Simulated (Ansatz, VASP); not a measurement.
# Two plane-wave programs on Ru2S

Contents of INCAR:

```
ALGO = Normal ; EDIFF = 1E-6
EDIFFG = -0.04 ; ENCUT = 600
GGA = PE ; IBRION = 2
ISIF = 3 ; ISMEAR = 0
LASPH = T ; LCHARG = F
LREAL = F ; LWAVE = F
NELM = 60 ; NSW = 90
PREC = Accurate ; SIGMA = 0.1
```

File KPOINTS:

```
k-points
0
Gamma
  6 6 6
```

The input POSCAR:

```
Ru2S
1.0
    1.6685262625      0.9633240868      5.0393761431
   -1.6685262625      0.9633240868      5.0393761431
    0.0000000000     -1.9266481736      5.0393761431
Ru S
2 1
Direct
    0.7500000000      0.7500000000      0.7500000000
    0.2500000000      0.2500000000      0.2500000000
    0.0000000000      0.0000000000      0.0000000000
```

Input for Ansatz:

```yaml
crystal:
  lattice:
    - [1.6685262625, 0.9633240868, 5.0393761431]
    - [-1.6685262625, 0.9633240868, 5.0393761431]
    - [0.0, -1.9266481736, 5.0393761431]
  atoms:
    - { symbol: Ru, position: [0.75, 0.75, 0.75] }
    - { symbol: Ru, position: [0.25, 0.25, 0.25] }
    - { symbol: S, position: [0.0, 0.0, 0.0] }
basis:
  ecutwfc: 420
kpoints:
  mp_grid: { grid: [6, 6, 6] }
hamiltonian:
  xc: pbe
scf:
  occupations: { method: gaussian, width: 0.1 }
  lower_state_search: "off"
output:
  forces: true
  stress: true
  eigenvalues: true
relax:
  adjacent_minimum: "off"
  f_tol: 0.04
  max_steps: 70
  cell: { stress_tol: 0.4 }
```

Alike in both runs: task relaxation of cell and atoms; functional PBE; k mesh 6 × 6 × 6; occupations gaussian, width 0.1 eV; no spin polarisation.

```csv
,VASP,Ansatz
version,VASP 6.6.1,Ansatz 0.2.0
potentials or method,"VASP PAW PBE potentials, release 64 (Ru_pv, S), cutoff 600 eV","scalar-relativistic, plane waves, PAW"
valence electrons in the cell,34,38
```

VASP gave:

```
gap on the k mesh at the Fermi level, each at its own relaxed structure (eV) : none
relaxed volume (Å³/atom)                                                     : 14.39
relaxed cell length with the largest relative difference (Å)                 : 4.287
```

Question: Estimate Ansatz's values.

Answer: gap on the k mesh at the Fermi level, each at its own relaxed structure (eV): none; relaxed volume (Å³/atom): 14.38; relaxed cell length with the largest relative difference (Å): 4.292.

A gap of «none» marks a metal or a gap that the smearing closes. VASP's potentials hold 34 valence electrons a cell and Ansatz's 38, so a difference there can come from the potentials and not from the codes.

The k mesh is coarse, so the values compare programs but aren't converged.
